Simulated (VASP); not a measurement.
# V (Im-3m) in VASP: a series of runs, part 2 of 2

VASP 6.6.1.

### Step 6. Single point, PBE, collinear spin, ferromagnetic start

The input, INCAR:

```
SYSTEM = V
PREC = Accurate
ENCUT = 520
EDIFF = 1E-6
ISMEAR = 1
SIGMA = 0.1
LREAL = .False.
LASPH = .True.
NELM = 150
ALGO = Normal
ISIF = 2
LWAVE = .False.
LCHARG = .False.
ISPIN = 2
MAGMOM = 2
LORBIT = 11
LMAXMIX = 4
GGA = PE
NBANDS = 16
```

The input, KPOINTS:

```
regular mesh
0
Gamma
  14 14 14
  0 0 0
```

The input, POSCAR:

```
V
1.0
   -1.5143500000      1.5143500000      1.5143500000
    1.5143500000     -1.5143500000      1.5143500000
    1.5143500000      1.5143500000     -1.5143500000
V
1
Direct
    0.0000000000      0.0000000000      0.0000000000
```

Potentials or basis: VASP PAW PBE potentials, release 64 (V_sv).

Command:

```sh
> cat potpaw_PBE.64/V_sv/POTCAR > POTCAR
> mpirun -np 1 vasp_std > vasp.out
```

OUTCAR:

```text
SYSTEM = V
   PREC = Accurate
   ENCUT = 520
   EDIFF = 1E-6
   ISMEAR = 1
   LREAL = .False.
   LASPH = .True.
   NELM = 150
   ISIF = 2
   ISPIN = 2
   LORBIT = 11
   GGA = PE

 ion  position               nearest neighbor table
   1  0.000  0.000  0.000-

  LATTYP: Found a body centered cubic cell.
 ALAT       =     3.0287000000

  Lattice vectors:

 A1 = (  -1.5143500000,   1.5143500000,   1.5143500000)
 A2 = (   1.5143500000,  -1.5143500000,   1.5143500000)
 A3 = (   1.5143500000,   1.5143500000,  -1.5143500000)

Analysis of symmetry for initial positions (statically):
=====================================================================
 Subroutine PRICEL returns:
 Original cell was already a primitive cell.

 Routine SETGRP: Setting up the symmetry group for a
 body centered cubic supercell.

 Subroutine GETGRP returns: Found 48 space group operations
 (whereof 48 operations were pure point group operations)
 out of a pool of 48 trial point group operations.

The static configuration has the point symmetry O_h .

Analysis of symmetry for dynamics (positions and initial velocities):
=====================================================================
 Subroutine PRICEL returns:
 Original cell was already a primitive cell.

 Routine SETGRP: Setting up the symmetry group for a
 body centered cubic supercell.

 Subroutine GETGRP returns: Found 48 space group operations
 (whereof 48 operations were pure point group operations)
 out of a pool of 48 trial point group operations.

The dynamic configuration has the point symmetry O_h .

Analysis of structural, dynamic, and magnetic symmetry:
=====================================================================
 Subroutine PRICEL returns:
 Original cell was already a primitive cell.

 Routine SETGRP: Setting up the symmetry group for a
 body centered cubic supercell.

 Subroutine GETGRP returns: Found 48 space group operations
 (whereof 48 operations were pure point group operations)
 out of a pool of 48 trial point group operations.

The overall configuration has the point symmetry O_h .

 Subroutine INISYM returns: Found 48 space group operations
 (whereof 48 operations are pure point group operations),
 and found     1 'primitive' translations

----------------------------------------------------------------------------------------

                                     Primitive cell

  volume of cell :      13.8912

  direct lattice vectors                    reciprocal lattice vectors
    -1.514350000  1.514350000  1.514350000     0.000000000  0.330174662  0.330174662
     1.514350000 -1.514350000  1.514350000     0.330174662  0.000000000  0.330174662
     1.514350000  1.514350000 -1.514350000     0.330174662  0.330174662  0.000000000

  length of vectors
     2.622931140  2.622931140  2.622931140     0.466937486  0.466937486  0.466937486

  position of ions in fractional coordinates (direct lattice)
     0.000000000  0.000000000  0.000000000

  ion indices of the primitive-cell ions
   primitive index   ion index
                 1           1

----------------------------------------------------------------------------------------

 KPOINTS: regular mesh

[... 54 lines left out ...]
   ions per type =               1
   NGX,Y,Z   is equivalent  to a cutoff of  12.68, 12.68, 12.68 a.u.
   NGXF,Y,Z  is equivalent  to a cutoff of  25.35, 25.35, 25.35 a.u.
 SYSTEM =  V
   PREC   = accura    normal or accurate (medium, high low for compatibility)
   ISTART =      0    job   : 0-new  1-cont  2-samecut
   ICHARG =      2    charge: 1-file 2-atom 10-const
   ISPIN  =      2    spin polarized calculation?
   LNONCOLLINEAR =      F non collinear calculations
   LSORBIT =      F    spin-orbit coupling
   LASPH  =      T    aspherical Exc in radial PAW
   ENCUT  =  520.0 eV  38.22 Ry    6.18 a.u.   4.88  4.88  4.88*2*pi/ulx,y,z
   NELM   =    150;   NELMIN=  2; NELMDL= -5     # of ELM steps
   EDIFF  = 0.1E-05   stopping-criterion for ELM
   LREAL  =      F    real-space projection
   EDIFFG = 0.1E-04   stopping-criterion for IOM
   NSW    =      0    number of steps for IOM
   IBRION =     -1    ionic relax: 0-MD 1-quasi-New 2-CG
   NFREE  =      0    steps in history (QN), initial steepest desc. (CG)
   ISIF   =      2    stress and relaxation
   ISYM   =      2    0-nonsym 1-usesym 2-fastsym
   POTIM  = 0.5000    time-step for ionic-motion
   TEBEG  =    0.0;   TEEND  =   0.0 temperature during run
   PSTRESS=    0.0 pullay stress
   NELECT =      13.0000    total number of electrons
   NUPDOWN=      -1.0000    fix difference up-down
   EMIN   =  10.00;   EMAX   =-10.00  energy-range for DOS
   EFERMI =   0.00;   METHOD = LEGACY
   ISMEAR =     1;   SIGMA  =   0.10  broadening in eV -4-tet -1-fermi 0-gaus
   EFERMI_NEDOS =   21; number of points for ismear=-14 and -15
   IALGO  =     38    algorithm
   IMIX   =      4    mixing-type and parameters
     AMIX     =   0.40;   BMIX     =  1.00
     AMIX_MAG =   1.60;   BMIX_MAG =  1.00
  volume/ion in A,a.u.               =      13.89        93.74
  Fermi-wavevector in a.u.,A,eV,Ry     =   1.601313  3.026044 34.888125  2.564205
  Thomas-Fermi vector in A             =   2.698311
   LORBIT       =     11    0 simple, 1 ext, 2 COOP (PROOUT), +10 PAW based schemes
   GGA     = PE    functional components
   LHFCALC =     F    Hartree Fock is set to
   AEXX    =    0.0000 exact exchange contribution
   IVDW    =     0    specifies the selected vdW correction
   LEPSILON=     F    determine dielectric tensor
   LRPA    =     F    only Hartree local field effects (RPA)
 spin polarized calculation
 Methfessel and Paxton  Order N= 1 SIGMA  =   0.10
  energy-cutoff  :      520.00
  volume of cell :       13.89
 maximum number of plane-waves:       385
   NGX =  9   NGY =  9   NGZ =  9

 number of electron      12.9999997 magnetization      -0.0019962

 number of electron      12.9999997 magnetization       0.0012036

 Free energy of the ion-electron system (eV)
  ---------------------------------------------------
  ext. energy  EPLUGINS =         0.00000000
  ---------------------------------------------------
  free energy    TOTEN  =        -8.99083358 eV

  energy without entropy =       -8.99227783  energy(sigma->0) =       -8.99131500

 E-fermi :   9.3240     XC(G=0): -12.7378

 val. band max:        9.2902389803   @ k =  -0.3571   0.4286   0.1429
 cond. band min:       9.3240436429   @ k =   0.0714   0.0714   0.0714
 fundamental gap:      0.0338046626
 Fermi energy:         9.3239885123

 spin component 1

 k-point     1 :       0.0000    0.0000    0.0000
  band No.  band energies     occupation
      1     -54.4242      1.00000
      2     -27.7725      1.00000
      3     -27.7725      1.00000
      4     -27.7725      1.00000
      5       2.8107      1.00000
      6       9.7360     -0.00000
[... 435 lines left out ...]
      5       7.6655      1.00000
      6       8.2893      1.00000
[... 8 lines left out ...]
     15      34.5851      0.00000
     16      42.7763      0.00000

 [... further k-points ...]

 spin component 2

 k-point     1 :       0.0000    0.0000    0.0000
  band No.  band energies     occupation
      1     -54.4229      1.00000
      2     -27.7713      1.00000
      3     -27.7713      1.00000
      4     -27.7713      1.00000
      5       2.8112      1.00000
      6       9.7373     -0.00000
[... 435 lines left out ...]
      5       7.6665      1.00000
      6       8.2902      1.00000
[... 8 lines left out ...]
     15      34.5857      0.00000
     16      42.7768      0.00000

 [... further k-points ...]

------------------------ aborting loop because EDIFF is reached ----------------------------------------

  FORCE on cell =-STRESS in cart. coord.  units (eV):
  Direction    XX          YY          ZZ          XY          YZ          ZX
  --------------------------------------------------------------------------------------
  -------------------------------------------------------------------------------------
  Total       -0.4867401     -0.4867401     -0.4867401      0.0000000      0.0000000     -0.0000000
  in kB      -56.1395515    -56.1395515    -56.1395515      0.0000000      0.0000000     -0.0000000
  external PRESSURE =     -56.1395515 kB  Pullay stress =       0.0000000 kB

 VOLUME and BASIS-vectors are now :
 -----------------------------------------------------------------------------
  energy-cutoff  :      520.00
  volume of cell :       13.89
      direct lattice vectors                 reciprocal lattice vectors
    -1.514350000  1.514350000  1.514350000     0.000000000  0.330174662  0.330174662
     1.514350000 -1.514350000  1.514350000     0.330174662  0.000000000  0.330174662
     1.514350000  1.514350000 -1.514350000     0.330174662  0.330174662  0.000000000

 POSITION                                       TOTAL-FORCE (eV/Angst)
 -----------------------------------------------------------------------------------
      0.00000      0.00000      0.00000        -0.000000      0.000000      0.000000
 -----------------------------------------------------------------------------------
    total drift:                                0.000000     -0.000000      0.000000

  FREE ENERGIE OF THE ION-ELECTRON SYSTEM (eV)
  ---------------------------------------------------
  free  energy   TOTEN  =        -8.9908335804 eV

  energy  without entropy=       -8.9922778321  energy(sigma->0) =       -8.99131500

 total charge

# of ion       s       p       d       tot
------------------------------------------
    1        2.333   6.210   3.058  11.601

 magnetization (x)

# of ion       s       p       d       tot
------------------------------------------
    1       -0.000   0.000   0.001   0.001
```

OSZICAR:

```text
N       E                     dE             d eps       ncg     rms          rms(c)
DAV:   1     0.941441368010E+02    0.94144E+02   -0.64890E+03  6704   0.887E+02
DAV:   2    -0.829221774814E+01   -0.10244E+03   -0.98285E+02  7328   0.272E+02
DAV:   3    -0.985113908158E+01   -0.15589E+01   -0.15572E+01  7584   0.365E+01
DAV:   4    -0.985739121276E+01   -0.62521E-02   -0.62520E-02  7800   0.243E+00
DAV:   5    -0.985744721441E+01   -0.56002E-04   -0.56000E-04  7720   0.214E-01    0.191E+01
DAV:   6    -0.895546157046E+01    0.90199E+00   -0.18087E+00  6904   0.215E+01    0.249E+00
DAV:   7    -0.898596925565E+01   -0.30508E-01   -0.14030E-01  7344   0.328E+00    0.199E+00
DAV:   8    -0.899314318823E+01   -0.71739E-02   -0.65386E-03  7176   0.987E-01    0.805E-01
DAV:   9    -0.899042083005E+01    0.27224E-02   -0.19282E-03  7744   0.504E-01    0.263E-01
DAV:  10    -0.899073625473E+01   -0.31542E-03   -0.73456E-04  7136   0.247E-01    0.891E-02
DAV:  11    -0.899082754391E+01   -0.91289E-04   -0.67661E-05  7320   0.644E-02    0.248E-02
DAV:  12    -0.899083339827E+01   -0.58544E-05   -0.15632E-05  7584   0.359E-02    0.127E-02
DAV:  13    -0.899083358037E+01   -0.18210E-06   -0.94872E-07  6080   0.945E-03
   1 F= -.89908336E+01 E0= -.89913150E+01  d E =0.144425E-02  mag=     0.0003
```

Wall time 18 s (1 thread of Intel Xeon 6975P-C (Granite Rapids), shared host); peak memory 0.15 GiB.

What came out:

* Free energy: -8.9908 eV
* Pressure: -5.6 GPa
* Net moment: 0.00 μB per cell
* Valence electrons inside the program's atomic spheres: V 11.60

Caveat: the cell stands under tension.

### Step 7. Summary

```tsv
level	k mesh	smearing	gap on the mesh (eV)	pressure (GPa)	moment (μB)
PBE	9 × 9 × 9	methfessel-paxton 0.1 eV	none	-5.1	0.29
PBEsol	9 × 9 × 9	fermi-dirac 0.1 eV	none	-11.7	0.00
PBE	11 × 11 × 11	methfessel-paxton 0.1 eV	none	-5.2	0.00
PBEsol	11 × 11 × 11	fermi-dirac 0.1 eV	none	-11.6	0.00
PBE	14 × 14 × 14	methfessel-paxton 0.1 eV	none	-5.6	0.00
```

Alike in all rows: task single point; potentials or basis VASP PAW PBE potentials, release 64 (V_sv); spin collinear, ferromagnetic start; cell as given; cutoff (eV) 520.

The pressure there spans -11.7 GPa (PBEsol) to -5.1 GPa (PBE); a positive pressure means that this level wants a larger cell, a negative one a smaller.

Caveats: the cell stands under tension; the PAW data sets were made with another functional, which shifts forces and pressure a little (at least some runs).

Absolute energies hang on the potentials; compare differences alone.
